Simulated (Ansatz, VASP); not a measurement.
## One calculation of Si6Ge, two programs

Contents of INCAR:

```
PREC     = Accurate       # precision mode
ENCUT    = 500            # plane-wave cutoff, eV
EDIFF    = 1E-7           # SCF threshold, eV
ISMEAR   = 0              # smearing method
SIGMA    = 0.1            # smearing width, eV
LREAL    = F              # projectors in reciprocal space
LASPH    = T              # aspherical terms in the spheres
NELM     = 120            # most SCF steps
ALGO     = Normal         # electronic algorithm
ISIF     = 3              # what is computed and relaxed
LWAVE    = F              # write WAVECAR
LCHARG   = F              # write CHGCAR
GGA      = PE             # functional
IBRION   = 2              # ionic algorithm
NSW      = 100            # ionic steps
EDIFFG   = -0.01          # ionic threshold
GGA_COMPAT= F            
NELMIN   = 4
```

The input KPOINTS:

```
Automatic mesh
0
Gamma
  8 8 8
```

The input POSCAR:

```
Si6Ge
1.0
   -3.5619579913      3.5619579913      2.4203273833
    3.5619579913     -3.5619579913      2.4203273833
    3.5619579913      3.5619579913     -2.4203273833
Si Ge
6 1
Direct
    0.7500000000      0.2500000000      0.5000000000
    0.2500000000      0.7500000000      0.5000000000
    0.5000000000      0.5000000000      0.5000000000
    0.0000000000      0.0000000000      0.5000000000
    0.5000000000      0.0000000000      0.0000000000
    0.0000000000      0.5000000000      0.0000000000
    0.0000000000      0.0000000000      0.0000000000
```

Input for Ansatz:

```yaml
crystal:
  lattice:
    - [-3.5619579775, 3.5619579775, 2.4203273163]
    - [3.5619579775, -3.5619579775, 2.4203273163]
    - [3.5619579775, 3.5619579775, -2.4203273163]
  atoms:
    - { symbol: Si, position: [0.75, 0.25, 0.5] }
    - { symbol: Si, position: [0.25, 0.75, 0.5] }
    - { symbol: Si, position: [0.5, 0.5, 0.5] }
    - { symbol: Si, position: [0.0, 0.0, 0.5] }
    - { symbol: Si, position: [0.5, 0.0, 0.0] }
    - { symbol: Si, position: [0.0, 0.5, 0.0] }
    - { symbol: Ge, position: [0.0, 0.0, 0.0] }
basis:
  ecutwfc: 420
kpoints:
  mp_grid: { grid: [8, 8, 8] }
hamiltonian:
  xc: pbe
scf:
  occupations: { method: gaussian, width: 0.1 }
output:
  forces: true
  stress: true
  eigenvalues: true
relax:
  adjacent_minimum: "off"
  f_tol: 0.01
  max_steps: 80
  cell: { stress_tol: 0.05 }
```

Alike in both runs: task relaxation of cell and atoms; functional PBE; k mesh 8 × 8 × 8; occupations gaussian, width 0.1 eV; no spin polarisation.

|  | VASP | Ansatz |
| --- | --- | --- |
| version | VASP 6.6.1 | Ansatz 0.2.0 |
| potentials or method | VASP PAW PBE potentials, release 64 (Si, Ge_d), cutoff 500 eV | scalar-relativistic, plane waves, PAW |
| valence electrons in the cell | 38 | 38 |

```csv
,VASP,Ansatz,Ansatz less VASP
"gap on the k mesh at the Fermi level, each at its own relaxed structure (eV)",none,none,-
relaxed volume (Å³/atom),17.47,17.49,+0.012
relaxed length of the cell vector where the two differ most in proportion (Å),5.558,5.559,+0.0011
```

A gap of «none» marks a metal or a gap that the smearing closes.
